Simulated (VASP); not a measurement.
Input of a VASP 6.6.1 run:

INCAR

```
PREC     = Accurate       # precision mode
ENCUT    = 520            # plane-wave cutoff, eV
EDIFF    = 1E-7           # SCF threshold, eV
ISMEAR   = 0              # smearing method
SIGMA    = 0.1            # smearing width, eV
LREAL    = F              # projectors in reciprocal space
LASPH    = T              # aspherical terms in the spheres
NELM     = 80             # most SCF steps
ALGO     = Normal         # electronic algorithm
ISIF     = 2              # what is computed and relaxed
LWAVE    = F              # write WAVECAR
LCHARG   = T              # write CHGCAR
GGA      = PS             # functional
LELF     = T              # ELF
LVHAR    = T            
NBANDS   = 29             # bands
```

Contents of KPOINTS:

```
Automatic mesh
0
Gamma
  12 12 8
```

File POSCAR:

```
BiTe
1.0
    3.3410257544      3.3410257544      0.0000000000
   -3.3410257544      3.3410257544      0.0000000000
    0.0000000000      0.0000000000      6.2216613570
Bi Te
2 2
Direct
    0.0000000000      0.0000000000      0.0000000000
    0.5000000000      0.5000000000      0.5000000000
    0.5000000000      0.5000000000      0.0000000000
    0.0000000000      0.0000000000      0.5000000000
```

Potentials or basis: VASP PAW PBE potentials, release 64 (Bi_d, Te).

The run is started by

```bash
$ cat potpaw_PBE.64/Bi_d/POTCAR potpaw_PBE.64/Te/POTCAR > POTCAR
$ mpirun -np 1 vasp_std > vasp.out
```

Question: Estimate the pressure.

Answer: -2.3 GPa.

Question: Estimate the band gap on the k mesh.

Answer: Zero (bands 21 and 22 overlap by 3.40 eV).

Stress tensor (GPa, compression positive):
```
-4.35  0.00  0.00
 0.00 -4.35  0.00
 0.00  0.00  1.68
```

Caveat: the cell differs from its parent crystal (biaxial strain in the a-b plane: +4.5 %); the stress differs along the axes, from -4 to 2 GPa; the PAW data sets were made with another functional, which shifts forces and pressure a little; spin-orbit coupling is left out, which moves the levels of the heavy elements.
